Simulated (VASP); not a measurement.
Wanted: the native input for a VASP 6.6.1 run.

* Task: single point
* Functional: PBE
* Potentials or basis: VASP PAW PBE potentials, release 64 (Y_sv, Lu, F)
* Cutoff: 520 eV
* k mesh: 6 × 6 × 6
* Occupations: gaussian, width 0.1 eV
* Spin: no spin polarisation
* Dipole correction: no
* Further INCAR settings: ALGO = Normal; EDIFF = 1e-06; NBANDS = 50

The structure of YLu2F3 lies in POSCAR:

```
YLu2F3
1.0
    7.3261323305      0.0000000000      0.0000000000
   -3.6630661653      6.3446167097      0.0000000000
    0.0000000000      0.0000000000      7.1064257272
Y Lu F
1 2 3
Direct
    0.0000000000      0.0000000000      0.0000000000
    0.6666666667      0.3333333333      0.0000000000
    0.6666666667      0.3333333333      0.5000000000
    0.8328455412      0.1671544588      0.0000000000
    0.8328455412      0.6656910824      0.0000000000
    0.3343089176      0.1671544588      0.0000000000
```

The cell was built from a structure type or drawn by symmetry, and may not be a known phase.

The input as run:

INCAR

```
SYSTEM = YLu2F3
PREC = Accurate
ENCUT = 520
EDIFF = 1E-6
ISMEAR = 0
SIGMA = 0.1
LREAL = .False.
LASPH = .True.
NELM = 60
ALGO = Normal
ISIF = 2
LWAVE = .False.
LCHARG = .False.
GGA = PE
NBANDS = 50
```

KPOINTS

```
Automatic mesh
0
Gamma
  6 6 6
  0 0 0
```

Potentials or basis: VASP PAW PBE potentials, release 64 (Y_sv, Lu, F).

Launch:

```bash
$ cat potpaw_PBE.64/Y_sv/POTCAR potpaw_PBE.64/Lu/POTCAR potpaw_PBE.64/F/POTCAR > POTCAR
$ mpirun -np 1 vasp_std > vasp.out
```

Results of the run:

```json
{
 "Pressure": "0.1 GPa",
 "Largest force": "0.097 eV/Å",
 "Band gap on the k mesh": "zero (bands 41 and 42 overlap by 0.08 eV)"
}
```

Caveat: spin-orbit coupling is left out, which moves the levels of the heavy elements.

It took 8 min on 1 thread of Intel(R) Xeon(R) 6975P-C (Granite Rapids), on a shared host, peak memory 0.68 GiB.
